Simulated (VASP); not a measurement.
# Hf7S (P-6m2) in VASP: a series of runs, part 2 of 2

VASP 6.6.1.

## 4. Relaxation of cell and atoms, PBE

This run uses another cell than the first one, of 24.92 Å³/atom.

Contents of INCAR:

```
SYSTEM = Hf7S
PREC     = Accurate       ! precision mode
ENCUT    = 600            ! plane-wave cutoff, eV
EDIFF    = 1E-7           ! SCF threshold, eV
ISMEAR   = 0              ! smearing method
SIGMA    = 0.1            ! smearing width, eV
LREAL    = .False.        ! projectors in reciprocal space
LASPH    = .True.         ! aspherical terms in the spheres
NELM     = 80             ! most SCF steps
ALGO     = Normal         ! electronic algorithm
ISIF     = 3              ! what is computed and relaxed
LWAVE    = .False.        ! write WAVECAR
LCHARG   = .False.        ! write CHGCAR
GGA      = PE             ! functional
IBRION   = 2              ! ionic algorithm
NSW      = 90             ! ionic steps
EDIFFG   = -0.04          ! ionic threshold
```

Contents of KPOINTS:

```
Automatic mesh
0
Gamma
  3 3 4
  0 0 0
```

Contents of POSCAR:

```
Hf7S
1.0
    6.4938059500      0.0000000000      0.0000000000
   -3.2469029800      5.6238009200      0.0000000000
    0.0000000000      0.0000000000      5.4589352900
Hf S
7 1
Direct
    0.5004850000      0.0009700000      0.5000000000
    0.9990300000      0.4995150000      0.5000000000
    0.5004850000      0.4995150000      0.5000000000
    0.1673700100      0.8326299900      0.0000000000
    0.6652599700      0.8326299900      0.0000000000
    0.1673700100      0.3347400300      0.0000000000
    0.6666666700      0.3333333300      0.0000000000
    0.0000000000      0.0000000000      0.5000000000
```

Potentials or basis: VASP PAW PBE potentials, release 64 (Hf_pv, S).

Run with:

```
$ cat potpaw_PBE.64/Hf_pv/POTCAR potpaw_PBE.64/S/POTCAR > POTCAR
$ mpirun -np 1 vasp_std > vasp.out
```

OUTCAR:

```text
SYSTEM = Hf7S
   PREC = Accurate
   ENCUT = 600
   EDIFF = 1E-7
   ISMEAR = 0
   LREAL = .False.
   LASPH = .True.
   NELM = 80
   ISIF = 3
   GGA = PE
   IBRION = 2
   NSW = 90
   EDIFFG = -0.04

 ion  position               nearest neighbor table
   1  0.500  0.001  0.500-   2 3.24   3 3.24   8 3.25   8 3.25   2 3.26   3 3.26   7 3.31   7 3.31
                             5 3.31   5 3.31   4 3.31   4 3.31
   2  0.999  0.500  0.500-   1 3.24   3 3.24   8 3.25   8 3.25   1 3.26   3 3.26   7 3.31   7 3.31
                             6 3.31   6 3.31   4 3.31   4 3.31
   3  0.500  0.500  0.500-   2 3.24   1 3.24   8 3.25   8 3.25   2 3.26   1 3.26   7 3.31   7 3.31
                             6 3.31   6 3.31   5 3.31   5 3.31
   4  0.167  0.833  0.000-   5 3.23   6 3.23   7 3.25   7 3.25   5 3.26   6 3.26   1 3.31   1 3.31
                             2 3.31   2 3.31   8 3.32   8 3.32
   5  0.665  0.833  0.000-   6 3.23   4 3.23   7 3.25   7 3.25   6 3.26   4 3.26   1 3.31   1 3.31
                             3 3.31   3 3.31   8 3.32   8 3.32
   6  0.167  0.335  0.000-   5 3.23   4 3.23   7 3.25   7 3.25   5 3.26   4 3.26   2 3.31   2 3.31
                             3 3.31   3 3.31   8 3.32   8 3.32
   7  0.667  0.333  0.000-   6 3.25   5 3.25   4 3.25   4 3.25   6 3.25   5 3.25   2 3.31   2 3.31
                             1 3.31   1 3.31   3 3.31   3 3.31
   8  0.000  0.000  0.500-   3 3.25   3 3.25   1 3.25   1 3.25   2 3.25   2 3.25   4 3.32   4 3.32
                             5 3.32   5 3.32   6 3.32   6 3.32

  LATTYP: Found a hexagonal cell.
 ALAT       =     6.4938059500
 C/A-ratio  =     0.8406372676

  Lattice vectors:

 A1 = (   6.4938059500,   0.0000000000,   0.0000000000)
 A2 = (  -3.2469029800,   5.6238009200,   0.0000000000)
 A3 = (   0.0000000000,   0.0000000000,   5.4589352900)

Analysis of symmetry for initial positions (statically):
=====================================================================
 Subroutine PRICEL returns:
 Original cell was already a primitive cell.

 Routine SETGRP: Setting up the symmetry group for a
 hexagonal supercell.

 Subroutine GETGRP returns: Found 12 space group operations
 (whereof 12 operations were pure point group operations)
 out of a pool of 24 trial point group operations.

The static configuration has the point symmetry D_3h.

Analysis of symmetry for dynamics (positions and initial velocities):
=====================================================================
 Subroutine PRICEL returns:
 Original cell was already a primitive cell.

 Routine SETGRP: Setting up the symmetry group for a
 hexagonal supercell.

 Subroutine GETGRP returns: Found 12 space group operations
 (whereof 12 operations were pure point group operations)
 out of a pool of 24 trial point group operations.

The dynamic configuration has the point symmetry D_3h.

 Subroutine INISYM returns: Found 12 space group operations
 (whereof 12 operations are pure point group operations),
 and found     1 'primitive' translations

----------------------------------------------------------------------------------------

                                     Primitive cell

  volume of cell :     199.3596

  direct lattice vectors                    reciprocal lattice vectors
     6.493805950  0.000000000  0.000000000     0.153992898  0.088907841  0.000000000
    -3.246902980  5.623800920  0.000000000     0.000000000  0.177815683  0.000000000
     0.000000000  0.000000000  5.458935290     0.000000000  0.000000000  0.183185905

  length of vectors
     6.493805950  6.493805953  5.458935290     0.177815683  0.177815683  0.183185905

  position of ions in fractional coordinates (direct lattice)
[... 40 lines left out ...]

 Subroutine IBZKPT returns following result:
 ===========================================

 Found      9 irreducible k-points:

 Following reciprocal coordinates:
            Coordinates               Weight
  0.000000  0.000000  0.000000      1.000000
  0.333333  0.000000  0.000000      6.000000
  0.333333  0.333333  0.000000      2.000000
  0.000000  0.000000  0.250000      2.000000
  0.333333  0.000000  0.250000     12.000000
  0.333333  0.333333  0.250000      4.000000
  0.000000  0.000000  0.500000      1.000000
  0.333333  0.000000  0.500000      6.000000
  0.333333  0.333333  0.500000      2.000000
   k-points           NKPTS =      9   k-points in BZ     NKDIM =      9   number of bands    NBANDS=     45
   number of dos      NEDOS =    301   number of ions     NIONS =      8
   total plane-waves  NPLWV = 139968
   dimension x,y,z NGX =    54 NGY =   54 NGZ =   48
   dimension x,y,z NGXF=   108 NGYF=  108 NGZF=   96
   ions per type =               7   1
   NGX,Y,Z   is equivalent  to a cutoff of  13.82, 13.82, 14.62 a.u.
   NGXF,Y,Z  is equivalent  to a cutoff of  27.65, 27.65, 29.24 a.u.
 SYSTEM =  Hf7S
   PREC   = accura    normal or accurate (medium, high low for compatibility)
   ISTART =      0    job   : 0-new  1-cont  2-samecut
   ICHARG =      2    charge: 1-file 2-atom 10-const
   ISPIN  =      1    spin polarized calculation?
   LNONCOLLINEAR =      F non collinear calculations
   LSORBIT =      F    spin-orbit coupling
   LASPH  =      T    aspherical Exc in radial PAW
   ENCUT  =  600.0 eV  44.10 Ry    6.64 a.u.  12.97 12.97 10.90*2*pi/ulx,y,z
   NELM   =     80;   NELMIN=  2; NELMDL= -5     # of ELM steps
   EDIFF  = 0.1E-06   stopping-criterion for ELM
   LREAL  =      F    real-space projection
   EDIFFG = -.4E-01   stopping-criterion for IOM
   NSW    =     90    number of steps for IOM
   IBRION =      2    ionic relax: 0-MD 1-quasi-New 2-CG
   NFREE  =      1    steps in history (QN), initial steepest desc. (CG)
   ISIF   =      3    stress and relaxation
   ISYM   =      2    0-nonsym 1-usesym 2-fastsym
   POTIM  = 0.5000    time-step for ionic-motion
   TEBEG  =    0.0;   TEEND  =   0.0 temperature during run
   PSTRESS=    0.0 pullay stress
   NELECT =      76.0000    total number of electrons
   NUPDOWN=      -1.0000    fix difference up-down
   EMIN   =  10.00;   EMAX   =-10.00  energy-range for DOS
   EFERMI =   0.00;   METHOD = LEGACY
   ISMEAR =     0;   SIGMA  =   0.10  broadening in eV -4-tet -1-fermi 0-gaus
   EFERMI_NEDOS =   21; number of points for ismear=-14 and -15
   IALGO  =     38    algorithm
   IMIX   =      4    mixing-type and parameters
     AMIX     =   0.40;   BMIX     =  1.00
     AMIX_MAG =   1.60;   BMIX_MAG =  1.00
  volume/ion in A,a.u.               =      24.92       168.17
  Fermi-wavevector in a.u.,A,eV,Ry     =   1.187044  2.243189 19.171621  1.409074
  Thomas-Fermi vector in A             =   2.323204
   LORBIT       =      0    0 simple, 1 ext, 2 COOP (PROOUT), +10 PAW based schemes
   GGA     = PE    functional components
   LHFCALC =     F    Hartree Fock is set to
   AEXX    =    0.0000 exact exchange contribution
   IVDW    =     0    specifies the selected vdW correction
   LEPSILON=     F    determine dielectric tensor
   LRPA    =     F    only Hartree local field effects (RPA)
 conjugate gradient relaxation of ions
 non-spin polarized calculation
 Gauss-broadening in eV      SIGMA  =   0.10
  energy-cutoff  :      600.00
  volume of cell :      199.36
 maximum number of plane-waves:      6694
 NGX is ok and might be reduce to    54
   NGX = 25   NGY = 25   NGZ = 21

--------------------------------------- Ionic step        1  -------------------------------------------

 number of electron      76.0000000 magnetization

 Free energy of the ion-electron system (eV)
  ---------------------------------------------------
  ext. energy  EPLUGINS =         0.00000000
  ---------------------------------------------------
  free energy    TOTEN  =       -72.27086547 eV

  energy without entropy =      -72.20466628  energy(sigma->0) =      -72.23776587

------------------------ aborting loop because EDIFF is reached ----------------------------------------

  FORCE on cell =-STRESS in cart. coord.  units (eV):
  Direction    XX          YY          ZZ          XY          YZ          ZX
  --------------------------------------------------------------------------------------
  -------------------------------------------------------------------------------------
  Total      -14.6227291    -14.6227291    -17.2502250      0.0000000      0.0000000      0.0000000
  in kB     -117.5173059   -117.5173059   -138.6334899      0.0000001      0.0000000      0.0000000
  external PRESSURE =    -124.5560339 kB  Pullay stress =       0.0000000 kB
[... 239 lines left out ...]
--------------------------------------- Ionic step        7  -------------------------------------------

 number of electron      76.0000003 magnetization

 Free energy of the ion-electron system (eV)
  ---------------------------------------------------
  ext. energy  EPLUGINS =         0.00000000
  ---------------------------------------------------
  free energy    TOTEN  =       -73.63604315 eV

  energy without entropy =      -73.56991484  energy(sigma->0) =      -73.60297900

 E-fermi :   5.3257     XC(G=0): -11.3352

 val. band max:        5.3113414438   @ k =   0.3333   0.0000   0.2500
 cond. band min:       5.3411470537   @ k =   0.3333   0.0000   0.2500
 fundamental gap:      0.0298056099
 Fermi energy:         5.3256672622

 k-point     1 :       0.0000    0.0000    0.0000
  band No.  band energies     occupation
      1     -25.5857      2.00000
      2     -25.5743      2.00000
      3     -25.4711      2.00000
      4     -25.4711      2.00000
      5     -25.3964      2.00000
      6     -25.3521      2.00000
[... 456 lines left out ...]
  FREE ENERGIE OF THE ION-ELECTRON SYSTEM (eV)
  ---------------------------------------------------
  free  energy   TOTEN  =       -73.6360431536 eV

  energy  without entropy=      -73.5699148410  energy(sigma->0) =      -73.60297900

 reached required accuracy - stopping structural energy minimisation
```

Run time: 23 min. Hardware: 1 thread of Intel Xeon 8259CL, shared host; peak memory 0.44 GiB.

Results:

```
Free energy                           : -73.6360 eV
Relaxed volume                        : 21.15 Å³/atom
Relaxed cell                          : a = 6.198 Å, b = 6.198 Å, c = 5.086 Å, α = 90.00°, β = 90.00°, γ = 120.00°
Space group after relaxing (to 0.1 Å) : P-6m2 (No. 187)
Energy gained by relaxing             : 170.6 meV/atom
Ionic steps                           : 7
Pressure after relaxing               : -0.2 GPa
Largest force after relaxing          : 0.013 eV/Å
Band gap on the k mesh                : zero (bands 38 and 39 overlap by 1.25 eV)
```

Forces on the atoms (eV/Å):
```
Hf   0.000  0.013  0.000
Hf  -0.011 -0.006  0.000
Hf   0.011 -0.006  0.000
Hf  -0.002  0.001  0.000
Hf   0.002  0.001  0.000
Hf   0.000 -0.002  0.000
Hf   0.000  0.000  0.000
S    0.000  0.000  0.000
```

The path:
| step | energy change (eV) | largest force (eV/Å) | pressure (GPa) | volume (Å³) |
| --- | --- | --- | --- | --- |
| 1 | 0.0000 | 0.1058 | -12.46 | 199.36 |
| 2 | -0.4193 | 0.7779 | 15.82 | 148.51 |
| 3 | -1.3431 | 0.3150 | -0.17 | 169.36 |
| 4 | -1.3433 | 0.3253 | 0.17 | 168.79 |
| 5 | -1.3600 | 0.1760 | 0.17 | 168.66 |
| 6 | -1.3649 | 0.0415 | 0.19 | 168.54 |
| 7 | -1.3652 | 0.0126 | -0.22 | 169.21 |

Final structure:
```
CELL_PARAMETERS angstrom
6.19806 0.00000 0.00000
-3.09903 5.36768 0.00000
0.00000 0.00000 5.08605
ATOMIC_POSITIONS crystal
Hf 0.50042 0.00084 0.50000
Hf 0.99916 0.49958 0.50000
Hf 0.50042 0.49958 0.50000
Hf 0.16473 0.83527 0.00000
Hf 0.67054 0.83527 0.00000
Hf 0.16473 0.32946 0.00000
Hf 0.66667 0.33333 0.00000
S 0.00000 0.00000 0.50000
```

Caveat: the k points lie up to 0.39 Å⁻¹ apart in the final cell, too coarse for converged energies and pressures of a metal; the volume moved by over 15 % at a fixed basis, so the end points are rough; spin-orbit coupling is left out, which moves the levels of the heavy elements.

## 5. Summary

```csv
task,cell,cutoff (eV),gap on the mesh (eV),pressure (GPa),largest force (eV/Å)
single point,"a = 6.201, b = 6.201, c = 5.094 Å, angles 90.0, 90.0, 120.0°, 8 atoms, atomic positions A",520,none,-0.5,0.01
single point,"a = 6.494, b = 6.494, c = 5.459 Å, angles 90.0, 90.0, 120.0°, 8 atoms, atomic positions B",520,none,-12.5,0.11
relaxation of cell and atoms,"relaxed from a = 6.494, b = 6.494, c = 5.459 Å, angles 90.0, 90.0, 120.0°, 8 atoms, atomic positions B",600,none,-0.2,0.01
```

Alike in all rows: level PBE; potentials or basis VASP PAW PBE potentials, release 64 (Hf_pv, S); no spin polarisation; k mesh 3 × 3 × 4; smearing gaussian 0.1 eV.

Caveats: all runs use coarse meshes; spin-orbit coupling is left out, which moves the levels of the heavy elements; the volume moved by over 15 % at a fixed basis, so the end points are rough (at least some runs).

Absolute energies hang on the potentials; compare differences alone.
